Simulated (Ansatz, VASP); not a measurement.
## Ir in VASP and in Ansatz

The input INCAR:

```
SYSTEM = Ir
ALGO     = Normal         ! electronic algorithm
EDIFF    = 1E-7           ! SCF threshold, eV
ENCUT    = 520            ! plane-wave cutoff, eV
GGA      = PS             ! functional
ISIF     = 2              ! what is computed and relaxed
ISMEAR   = 0              ! smearing method
LASPH    = .TRUE.         ! aspherical terms in the spheres
LCHARG   = .TRUE.         ! write CHGCAR
LELF     = .TRUE.         ! ELF
LREAL    = .FALSE.        ! projectors in reciprocal space
LVHAR    = .TRUE.       
LWAVE    = .FALSE.        ! write WAVECAR
NBANDS   = 10             ! bands
NELM     = 80             ! most SCF steps
PREC     = Accurate       ! precision mode
SIGMA    = 0.15           ! smearing width, eV
```

The input KPOINTS:

```
k-points
0
G
  22 22 22
  0 0 0
```

File POSCAR:

```
Ir
1.0
    0.0000000000      1.9197000000      2.0204842500
    1.9197000000      0.0000000000      2.0204842500
    1.9197000000      1.9197000000      0.0000000000
Ir
1
Direct
    0.0000000000      0.0000000000      0.0000000000
```

Input for Ansatz:

```yaml
crystal:
  lattice:
    - [0.0, 1.9197, 2.02048425]
    - [1.9197, 0.0, 2.02048425]
    - [1.9197, 1.9197, 0.0]
  atoms:
    - { symbol: Ir, position: [0.0, 0.0, 0.0] }
basis:
  ecutwfc: 420
kpoints:
  mp_grid: { grid: [22, 22, 22] }
hamiltonian:
  xc: pbesol
scf:
  occupations: { method: gaussian, width: 0.15 }
output:
  forces: true
  stress: true
  eigenvalues: true
```

Change from the starting cell: strain +0.0525 x Voigt [0, 0, 1, 0, 0, 0], atoms carried along.

Alike in both runs: task single point; functional PBEsol; k mesh 22 × 22 × 22; occupations gaussian, width 0.15 eV; no spin polarisation.

```csv
,VASP,Ansatz
version,VASP 6.6.1,Ansatz 0.2.0
potentials or method,"VASP PAW PBE potentials, release 64 (Ir), cutoff 520 eV","scalar-relativistic, plane waves, PAW"
valence electrons in the cell,9,17
```

VASP gave:

```
gap on the k mesh at the Fermi level (eV)                     : none
pressure (GPa)                                                : -18.1
traceless stress, the component that is largest in VASP (GPa) : -11.21
```

**Question.** What did Ansatz give for the same quantities?

**Answer.** gap on the k mesh at the Fermi level (eV): none; pressure (GPa): -18.8; traceless stress, the component that is largest in VASP (GPa): -11.26.

VASP's potentials were made for PBE, not for PBEsol. A gap of «none» marks a metal or a gap that the smearing closes. VASP's potentials hold 9 valence electrons a cell and Ansatz's 17, so a difference there can come from the potentials and not from the codes.

Spin-orbit coupling is off throughout.
